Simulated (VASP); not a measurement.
# Cd16S16O (a cell with a defect) in VASP: notebook, part 2 of 2

VASP 6.6.1. Earlier steps stand in the parts before.

## Step 3: Single point, PBE

Contents of INCAR:

```
SYSTEM = Cd16S16O
PREC = Accurate ; ENCUT = 520
EDIFF = 1E-6 ; ISMEAR = -1
SIGMA = 0.01 ; LREAL = Auto
LASPH = .TRUE. ; NELM = 100
ALGO = Normal ; ISIF = 2
LWAVE = .FALSE. ; LCHARG = .FALSE.
GGA = PE ; NBANDS = 169
NELECT = 296.0
```

Contents of KPOINTS:

```
Automatic mesh
0
Gamma
  1 1 1
  0.25 0.25 0.25
```

Contents of POSCAR:

```
Cd16S16O
1.0
    8.3277842500     -0.0000000600      0.0000000000
   -4.1638920700      7.2120727400      0.0000000000
    0.0000000000      0.0000000000     13.5350132800
Cd S O
16 16 1
Direct
    0.3554143734      0.1715599753      0.2476797718
    0.1414185626      0.3162328072      0.0040936051
    0.3407333029      0.1649251281      0.7460025928
    0.1602628840      0.3286731977      0.5001501557
    0.3243744441      0.6761038325      0.2704442119
    0.1215096929      0.8797337792      0.0127523333
    0.3369301085      0.6635134160      0.7722940335
    0.1622305525      0.8386094023      0.5039212640
    0.8789844700      0.1208681726      0.2103160847
    0.6603634166      0.3407494805      0.0018831899
    0.8368472800      0.1643365358      0.7409578988
    0.6745197300      0.3269649552      0.4911349448
    0.8296205777      0.6454082228      0.2477018626
    0.6847957214      0.8585849400      0.0041021755
    0.8340366192      0.6590888946      0.7455345474
    0.6726541272      0.8418564620      0.4999768275
    0.3371398943      0.1672668959      0.4404030404
    0.2114217944      0.3631854679      0.2010929686
    0.3416990409      0.1844238222      0.9302219170
    0.1748025010      0.3394793839      0.6891473105
    0.3329141665      0.6686771187      0.4558857736
    0.1669045009      0.8344831267      0.1992781938
    0.3252128106      0.6764923477      0.9554626754
    0.1700770218      0.8293000121      0.6915885346
    0.8400293338      0.1623502830      0.4289536242
    0.6879554196      0.3132526699      0.1894074241
    0.8162700865      0.1835602741      0.9229040816
    0.6681060350      0.3316142427      0.6788629468
    0.8334323499      0.6642717320      0.4402896308
    0.6372853788      0.7883761359      0.2007515577
    0.8171959375      0.6592429417      0.9299232841
    0.6611223363      0.8266271368      0.6889268453
   -0.0269233121      0.0279283093      0.0710687149
```

Potentials or basis: VASP PAW PBE potentials, release 64 (Cd, S, O).

Command:

```bash
cat potpaw_PBE.64/Cd/POTCAR potpaw_PBE.64/S/POTCAR potpaw_PBE.64/O/POTCAR > POTCAR
mpirun -np 1 vasp_std > vasp.out
```

OUTCAR:

```text
SYSTEM = Cd16S16O
   PREC = Accurate
   ENCUT = 520
   EDIFF = 1E-6
   ISMEAR = -1
   LREAL = Auto
   LASPH = .TRUE.
   NELM = 100
   ISIF = 2
   GGA = PE
   NELECT = 296.0

 ion  position               nearest neighbor table
   1  0.355  0.172  0.248-  18 2.51  22 2.52  26 2.53  17 2.61
   2  0.141  0.316  0.004-  33 2.28  27 2.60  19 2.61  23 2.68  18 2.72   9 3.41   6 3.56
   3  0.341  0.165  0.746-  19 2.50  28 2.53  24 2.53  20 2.57
   4  0.160  0.329  0.500-  25 2.50  21 2.52  20 2.56  17 2.57
   5  0.324  0.676  0.270-  18 2.47  22 2.47  30 2.47  21 2.51
   6  0.122  0.880  0.013-  33 2.28  19 2.53  31 2.53  22 2.61  23 3.04  14 3.55   2 3.56
   7  0.337  0.664  0.772-  23 2.49  20 2.59  32 2.60  24 2.64
   8  0.162  0.839  0.504-  17 2.52  29 2.52  21 2.54  24 2.54
[... 1247 lines left out ...]
  external PRESSURE =      45.6276855 kB  Pullay stress =       0.0000000 kB

 VOLUME and BASIS-vectors are now :
 -----------------------------------------------------------------------------
  energy-cutoff  :      520.00
  volume of cell :      812.92
      direct lattice vectors                 reciprocal lattice vectors
     8.327784250 -0.000000060  0.000000000     0.120079961  0.069328196  0.000000000
    -4.163892070  7.212072740  0.000000000     0.000000001  0.138656395  0.000000000
     0.000000000  0.000000000 13.535013280     0.000000000  0.000000000  0.073882454

 POSITION                                       TOTAL-FORCE (eV/Angst)
 -----------------------------------------------------------------------------------
      2.24546      1.23730      3.35235        -0.108252      0.042663      0.005604
     -0.13906      2.28069      0.05541         0.061457      0.043228     -0.017379
      2.15082      1.18945     10.09716        -0.092303      0.043253     -0.007583
     -0.03393      2.37041      6.76954         0.101834     -0.046663     -0.006201
     -0.11390      4.87611      3.66047        -0.028228      0.025309     -0.029691
     -2.65121      6.34470      0.17260         0.104597     -0.059424      0.048524
[... 25 lines left out ...]
      2.06370      5.96169      9.32463         0.063279     -0.021714      0.006869
      7.98728      0.20142      0.96192         0.032115     -0.023344      0.054630
 -----------------------------------------------------------------------------------
    total drift:                               -0.003193      0.001742     -0.005429

  FREE ENERGIE OF THE ION-ELECTRON SYSTEM (eV)
  ---------------------------------------------------
  free  energy   TOTEN  =       -99.5751475555 eV

  energy  without entropy=      -99.5751475555  energy(sigma->0) =      -99.57514756
```

OSZICAR:

```text
N       E                     dE             d eps       ncg     rms          rms(c)
DAV:   1     0.226600755547E+04    0.22660E+04   -0.14438E+05  2028   0.162E+03
DAV:   2     0.717385364897E+02   -0.21943E+04   -0.21400E+04  2226   0.401E+02
DAV:   3    -0.108053589177E+03   -0.17979E+03   -0.17875E+03  2304   0.108E+02
DAV:   4    -0.111971698327E+03   -0.39181E+01   -0.38985E+01  2264   0.148E+01
DAV:   5    -0.112068396070E+03   -0.96698E-01   -0.96551E-01  2312   0.219E+00    0.337E+01
DAV:   6    -0.994426242268E+02    0.12626E+02   -0.39622E+01  2616   0.244E+01    0.261E+01
DAV:   7    -0.996721393893E+02   -0.22952E+00   -0.10890E+01  2168   0.777E+00    0.144E+01
DAV:   8    -0.997900677894E+02   -0.11793E+00   -0.36575E+00  2264   0.593E+00    0.408E+00
DAV:   9    -0.995603371591E+02    0.22973E+00   -0.17677E+00  2776   0.397E+00    0.156E+00
DAV:  10    -0.995713398625E+02   -0.11003E-01   -0.31007E-01  2208   0.109E+00    0.724E-01
DAV:  11    -0.995740840917E+02   -0.27442E-02   -0.31635E-02  2184   0.479E-01    0.270E-01
DAV:  12    -0.995745966203E+02   -0.51253E-03   -0.19701E-03  2296   0.165E-01    0.158E-01
DAV:  13    -0.995751119073E+02   -0.51529E-03   -0.24705E-03  2240   0.106E-01    0.111E-01
DAV:  14    -0.995751035446E+02    0.83627E-05   -0.10789E-03  2624   0.748E-02    0.287E-02
DAV:  15    -0.995751326958E+02   -0.29151E-04   -0.11392E-04  2144   0.269E-02    0.192E-02
DAV:  16    -0.995751434178E+02   -0.10722E-04   -0.22974E-05  2304   0.106E-02    0.982E-03
DAV:  17    -0.995751468429E+02   -0.34251E-05   -0.64943E-06  1688   0.598E-03    0.497E-03
DAV:  18    -0.995751475555E+02   -0.71261E-06   -0.13144E-06  1456   0.337E-03
   1 F= -.99575148E+02 E0= -.99575148E+02  d E =-.882082E-13
```

Wall time 17 min (1 thread of Intel Xeon 6975P-C (Granite Rapids), shared host); peak memory 1.1 GiB.

What came out:

```
Free energy   : -99.5751 eV
Largest force : 0.205 eV/Å
```

Forces in eV/Å, atoms in the order of the input:
```
Cd  -0.108  0.043  0.006
Cd   0.061  0.043 -0.017
Cd  -0.092  0.043 -0.008
Cd   0.102 -0.047 -0.006
Cd  -0.028  0.025 -0.030
Cd   0.105 -0.059  0.049
Cd  -0.070  0.046 -0.009
Cd   0.083 -0.053 -0.011
Cd  -0.079  0.053 -0.018
Cd   0.054 -0.029  0.028
Cd  -0.068  0.045 -0.002
Cd   0.083 -0.049 -0.006
Cd  -0.081  0.086  0.004
Cd  -0.004 -0.066 -0.022
Cd  -0.082  0.062 -0.001
Cd   0.098 -0.053 -0.009
S   -0.083  0.032  0.002
S   -0.019 -0.065  0.019
S   -0.058  0.032  0.007
S    0.037 -0.051  0.000
S   -0.102  0.047  0.000
S    0.063 -0.046  0.024
S   -0.064  0.015  0.032
S    0.082 -0.041  0.035
S   -0.039  0.006 -0.083
S    0.171 -0.112 -0.015
S   -0.047  0.038 -0.057
S    0.071 -0.037 -0.029
S   -0.055  0.056  0.012
S    0.034  0.050  0.034
S   -0.059  0.031  0.011
S    0.063 -0.022  0.007
O    0.032 -0.023  0.055
```

Caveat: the cell carries a net charge on a neutralising background, which shifts energy and pressure; the cell is charged against a uniform background, so pressure and absolute levels hang on convention.
